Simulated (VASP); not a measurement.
Be2B2S5:

```
Be B S
1.0
     4.08036    0.00000    0.00000
     0.00000    4.08036    0.00000
     0.00000    0.00000    7.70670
Be B S
2 2 5
Direct
  0.50000 0.50000 0.23624
  0.50000 0.50000 0.76376
  0.00000 0.00000 0.00000
  0.00000 0.00000 0.50000
  0.50000 0.00000 0.22446
  0.50000 0.00000 0.77554
  0.50000 0.50000 0.50000
  0.00000 0.50000 0.22446
  0.00000 0.50000 0.77554
```

The cell was generated, and may not be a known phase.

* Program: VASP 6.6.1
* Task: relaxation of cell and atoms
* Functional: PBE
* Potentials or basis: VASP PAW PBE potentials, release 64 (Be, B, S)
* Cutoff: 600 eV
* k mesh: 4 × 4 × 2
* Occupations: gaussian, width 0.1 eV
* Spin: no spin polarisation

At the start: pressure 6.5 GPa; volume 14.26 Å³/atom.

Question: How do energy, volume and symmetry change on relaxing?

Answer: Over 20 steps the energy falls by 262.0 meV/atom and the volume is 15.17 Å³/atom (+6.4 %); space group P4/mmm (No. 123, to 0.1 Å) before and after.

Step by step:
| step | energy change (eV) | largest force (eV/Å) | pressure (GPa) | volume (Å³) |
| --- | --- | --- | --- | --- |
| 1 | 0.0000 | 1.1947 | 6.51 | 128.31 |
| 2 | -0.4937 | 1.0325 | -0.64 | 139.35 |
| 3 | -0.5354 | 0.9910 | -2.89 | 144.04 |
| 4 | -0.9004 | 1.1233 | -3.10 | 142.87 |
| 5 | -1.7212 | 1.1900 | -1.31 | 139.40 |
| 6 | -1.8301 | 2.3582 | 0.88 | 137.82 |
| 7 | -2.0419 | 1.9485 | 1.03 | 137.69 |
| 8 | -2.1132 | 1.6009 | 1.45 | 137.57 |
| 9 | -2.2057 | 1.0737 | 0.28 | 138.72 |
| 10 | -2.2571 | 0.4111 | -1.26 | 140.51 |
| 11 | -2.2849 | 0.3229 | -0.82 | 139.37 |
| 12 | -2.3272 | 0.0701 | 0.70 | 135.98 |
| 13 | -2.3276 | 0.0881 | 0.85 | 135.61 |
| 14 | -2.3415 | 0.0599 | 0.33 | 136.36 |
| 15 | -2.3475 | 0.1098 | -0.82 | 138.57 |
| 16 | -2.3538 | 0.0754 | -0.41 | 137.58 |
| 17 | -2.3539 | 0.0791 | -0.45 | 137.67 |
| 18 | -2.3567 | 0.0866 | -0.13 | 136.99 |
| 19 | -2.3567 | 0.0867 | -0.13 | 137.00 |
| 20 | -2.3583 | 0.0101 | -0.06 | 136.51 |

Final structure:
```xyz
9
Lattice="4.3019 0.0000 0.0000 0.0000 4.3019 0.0000 0.0000 0.0000 7.3761" Properties=species:S:1:pos:R:3 pbc="T T T"
Be    2.1510    2.1510    1.7041
Be    2.1510    2.1510    5.6719
B     0.0000    0.0000    0.0000
B     0.0000    0.0000    3.6880
S     2.1510    0.0000    1.1161
S     2.1510    0.0000    6.2600
S     2.1510    2.1510    3.6880
S     0.0000    2.1510    1.1161
S     0.0000    2.1510    6.2600
```

Caveat: the k points lie up to 0.43 Å⁻¹ apart in the final cell, too coarse for converged energies and pressures of a metal.
